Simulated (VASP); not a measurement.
Write the native input for VASP 6.6.1 that does the following.

```yaml
Task: single point
Functional: PBE
Potentials_or_basis: VASP PAW PBE potentials, release 64 (Sr_sv)
Cutoff: 520 eV
k_mesh: 9 × 9 × 9
Occupations: methfessel-paxton, width 0.01 eV
Spin: no spin polarisation
Dipole_correction: no
Further_INCAR_settings: ALGO = Normal; EDIFF = 1e-07; NBANDS = 11
```

The structure of Sr lies in POSCAR:

```
Sr
1.0
    0.0000000000      3.0191365063      3.0191365063
    3.0191365063      0.0000000000      3.0191365063
    3.0191365063      3.0191365063      0.0000000000
Sr
1
Direct
    0.0000000000      0.0000000000      0.0000000000
```

These files were run (other wordings do the same):

INCAR

```
SYSTEM = Sr
PREC = Accurate
ENCUT = 520
EDIFF = 1E-7
ISMEAR = 1
SIGMA = 0.01
LREAL = .FALSE.
LASPH = .TRUE.
NELM = 60
ALGO = Normal
ISIF = 2
LWAVE = .FALSE.
LCHARG = .FALSE.
GGA = PE
NBANDS = 11
```

KPOINTS

```
regular mesh
0
G
  9 9 9
  0 0 0
```

Potentials or basis: VASP PAW PBE potentials, release 64 (Sr_sv).

Command:

```bash
$ cat potpaw_PBE.64/Sr_sv/POTCAR > POTCAR
$ mpirun -np 1 vasp_std > vasp.out
```

It gave:

```yaml
Pressure: -0.1 GPa
Band_gap_on_the_k_mesh: 0.09 eV, indirect (least direct gap 0.23 eV)
```

It took 8 s on 1 thread of Intel(R) Xeon(R) 6975P-C (Granite Rapids) (shared host), peak memory 0.17 GiB.
